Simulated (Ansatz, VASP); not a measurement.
## One calculation of Hf, two programs

Contents of POSCAR:

```
Hf
1.0
   -1.7508500000      1.8050000000      1.8050000000
    1.7508500000     -1.8050000000      1.8050000000
    1.7508500000      1.8050000000     -1.8050000000
Hf
1
Direct
    0.0000000000      0.0000000000      0.0000000000
```

File INCAR.step1:

```
SYSTEM = Hf
PREC = Accurate ; ENCUT = 520
ISMEAR = 0 ; SIGMA = 0.15
LREAL = .FALSE. ; LASPH = .TRUE.
NELM = 80 ; NBANDS = 11
GGA = PE ; ALGO = Normal
EDIFF = 1E-4 ; LWAVE = .TRUE.
LCHARG = .FALSE.
```

File INCAR.step2:

```
SYSTEM = Hf
PREC = Accurate ; ENCUT = 520
EDIFF = 1E-6 ; ISMEAR = 0
SIGMA = 0.15 ; LREAL = .FALSE.
LASPH = .TRUE. ; NELM = 80
ALGO = Normal ; ISIF = 2
LWAVE = .FALSE. ; LCHARG = .FALSE.
METAGGA = R2SCAN ; LMIXTAU = .TRUE.
NBANDS = 11 ; ISTART = 1
```

File KPOINTS:

```
regular mesh
0
G
  18 18 18
  0 0 0
```

Input for Ansatz:

```yaml
crystal:
  lattice:
    - [-1.75085, 1.805, 1.805]
    - [1.75085, -1.805, 1.805]
    - [1.75085, 1.805, -1.805]
  atoms:
    - { symbol: Hf, position: [0.0, 0.0, 0.0] }
basis:
  ecutwfc: 500
kpoints:
  mp_grid: { grid: [18, 18, 18] }
hamiltonian:
  xc: r2scan
scf:
  occupations: { method: gaussian, width: 0.15 }
output:
  forces: true
  stress: true
  eigenvalues: true
```

Change from the starting cell: strain -0.0300 x Voigt [1, 0, 0, 0, 0, 0], atoms carried along.

Alike in both runs: task single point; functional r2SCAN; k mesh 18 × 18 × 18; occupations gaussian, width 0.15 eV; no spin polarisation.

|  | VASP | Ansatz |
| --- | --- | --- |
| version | VASP 6.6.1 | Ansatz 0.2.0 |
| potentials or method | VASP PAW PBE potentials, release 64 (Hf_pv), cutoff 520 eV | scalar-relativistic, plane waves, PAW |
| valence electrons in the cell | 10 | 26 |

Ansatz gave:

```
gap on the k mesh at the Fermi level (eV)                     : none
pressure (GPa)                                                : -2.7
traceless stress, the component that is largest in VASP (GPa) : -1.34
```

Task: What did VASP give for the same quantities?

Result: gap on the k mesh at the Fermi level (eV): none; pressure (GPa): -3.1; traceless stress, the component that is largest in VASP (GPa): -1.41.

VASP's potentials were made for PBE, not for r2SCAN. A gap of «none» marks a metal or a gap that the smearing closes. The functional is the same, so the differences come from potentials, cutoffs and numerics. VASP's potentials hold 10 valence electrons a cell and Ansatz's 26, so a difference there can come from the potentials and not from the codes.

Spin-orbit coupling is off throughout.
